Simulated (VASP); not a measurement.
A run of VASP 6.6.1:

INCAR

```
SYSTEM = Cu
PREC     = Accurate       ! precision mode
ENCUT    = 520            ! plane-wave cutoff, eV
EDIFF    = 1E-6           ! SCF threshold, eV
ISMEAR   = -1             ! smearing method
SIGMA    = 0.1            ! smearing width, eV
LREAL    = .False.        ! projectors in reciprocal space
LASPH    = .True.         ! aspherical terms in the spheres
NELM     = 80             ! most SCF steps
ALGO     = Normal         ! electronic algorithm
ISIF     = 2              ! what is computed and relaxed
LWAVE    = .False.        ! write WAVECAR
LCHARG   = .True.         ! write CHGCAR
GGA      = PS             ! functional
LELF     = .True.         ! ELF
LVHAR    = .True.       
NBANDS   = 12             ! bands
```

File KPOINTS:

```
regular mesh
0
Gamma
  15 15 15
  0 0 0
```

Contents of POSCAR:

```
Cu
1.0
   -1.4414441889      1.4414441889      1.3672261956
    1.4414441889     -1.4414441889      1.3672261956
    1.4414441889      1.4414441889     -1.3672261956
Cu
1
Direct
    0.0000000000      0.0000000000      0.0000000000
```

Potentials or basis: VASP PAW PBE potentials, release 64 (Cu).

Launch:

```console
$ cat potpaw_PBE.64/Cu/POTCAR > POTCAR
$ mpirun -np 1 vasp_std > vasp.out
```

Hardware: 1 thread of AMD EPYC 9R45 96-Core Processor (Zen 5), with other jobs on the host.

Question: Estimate the wall time of this run.

Answer: Run time: 17 s on 1 thread of AMD EPYC 9R45 96-Core Processor (Zen 5) (shared host), peak memory 0.12 GiB. Counts: scf iterations 11, k points 288.
